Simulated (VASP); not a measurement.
Input of a VASP 6.6.1 run:

The input INCAR:

```
PREC = Accurate
ENCUT = 520
EDIFF = 1E-6
ISMEAR = 0
SIGMA = 0.1
LREAL = F
LASPH = T
NELM = 60
ALGO = Fast
ISIF = 2
LWAVE = F
LCHARG = T
GGA = PE
LELF = T
LVHAR = T
NBANDS = 24
```

KPOINTS

```
regular mesh
0
Gamma
  6 6 4
```

POSCAR

```
Al3As
1.0
    5.7297854963      0.0000000000      0.0000000000
   -2.8648927481      4.9621397980      0.0000000000
    0.0000000000      0.0000000000      4.9429782762
Al As
6 2
Direct
    0.1670292338      0.3340584676      0.7500000000
    0.6659415324      0.8329707662      0.7500000000
    0.1670292338      0.8329707662      0.7500000000
    0.8329707662      0.6659415324      0.2500000000
    0.3340584676      0.1670292338      0.2500000000
    0.8329707662      0.1670292338      0.2500000000
    0.6666666667      0.3333333333      0.7500000000
    0.3333333333      0.6666666667      0.2500000000
```

Potentials or basis: VASP PAW PBE potentials, release 64 (Al, As).

Launch:

```console
$ cat potpaw_PBE.64/Al/POTCAR potpaw_PBE.64/As/POTCAR > POTCAR
$ mpirun -np 1 vasp_std > vasp.out
```

Task: Estimate the pressure.

Result: 0.0 GPa.

Task: Estimate the band gap on the k mesh.

Result: Zero (band 14 reaches 8.89 eV, above the bottom of band 15 at 5.70 eV).

Task: Estimate the largest force.

Result: 0.008 eV/Å.

Forces on the atoms (eV/Å):
```
Al   0.000 -0.008  0.000
Al   0.007  0.004  0.000
Al  -0.007  0.004  0.000
Al   0.000  0.008  0.000
Al  -0.007 -0.004  0.000
Al   0.007 -0.004  0.000
As   0.000  0.000  0.000
As   0.000  0.000  0.000
```
